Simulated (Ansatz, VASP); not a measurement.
## Cs: VASP beside Ansatz

```
CELL_PARAMETERS angstrom
-3.10992 3.10992 3.10992
3.10992 -3.10992 3.10992
3.10992 3.10992 -3.10992
ATOMIC_POSITIONS crystal
Cs 0.00000 0.00000 0.00000
```

Alike in both runs: task single point; functional PBE; k mesh 10 × 10 × 10; occupations gaussian, width 0.1 eV; no spin polarisation.

|  | VASP | Ansatz |
| --- | --- | --- |
| version | VASP 6.6.1 | Ansatz 0.2.0 |
| potentials or method | VASP PAW PBE potentials, release 64 (Cs_sv), cutoff 520 eV | scalar-relativistic, plane waves, PAW |
| valence electrons in the cell | 9 | 9 |

```tsv
	VASP	Ansatz	Ansatz less VASP
gap on the k mesh at the Fermi level (eV)	none	none	-
pressure (GPa)	-0.1	-0.1	+0.01
```

A gap of «none» marks a metal or a gap that the smearing closes.

Neither program's run includes spin-orbit coupling.
